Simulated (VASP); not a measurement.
Wanted: the native input for a VASP 6.6.1 run.

```yaml
Task: single point
Functional: LDA
Potentials_or_basis: VASP PAW LDA potentials, release 64 (As)
Cutoff: 520 eV
k_mesh: 8 × 8 × 6
Occupations: fermi-dirac, width 0.05 eV
Spin: no spin polarisation
Dipole_correction: no
Further_INCAR_settings: ALGO = Normal; EDIFF = 1e-07; NBANDS = 18
```

The structure of As lies in POSCAR:

```
As
1.0
    1.8003348143     -5.4256665635      0.0000000000
    1.8003348143      5.4256665635      0.0000000000
    0.0000000000      0.0000000000      4.4095871889
As
4
Direct
    0.3900000000      0.6100000000      0.5600000000
    0.8900000000      0.1100000000      0.9400000000
    0.6100000000      0.3900000000      0.4400000000
    0.1100000000      0.8900000000      0.0600000000
```

The input as run:

INCAR

```
SYSTEM = As
ALGO = Normal
EDIFF = 1E-7
ENCUT = 520
ISIF = 2
ISMEAR = -1
LASPH = .True.
LCHARG = .True.
LELF = .True.
LREAL = .False.
LVHAR = .True.
LWAVE = .False.
NBANDS = 18
NELM = 80
PREC = Accurate
SIGMA = 0.05
```

KPOINTS

```
k-points
0
Gamma
  8 8 6
  0 0 0
```

Potentials or basis: VASP PAW LDA potentials, release 64 (As).

The run is started by

```sh
$ cat potpaw_LDA.64/As/POTCAR > POTCAR
$ mpirun -np 1 vasp_std > vasp.out
```

Results of the run:

The pressure is 1.6 GPa. The largest force is 0.309 eV/Å and the band gap on the k mesh is zero (band 10 reaches 5.24 eV, above the bottom of band 11 at 5.18 eV).

Run time: 2.8 min on 1 thread of Intel(R) Xeon(R) Platinum 8375C CPU @ 2.90GHz (Ice Lake) (shared host), peak memory 0.27 GiB.
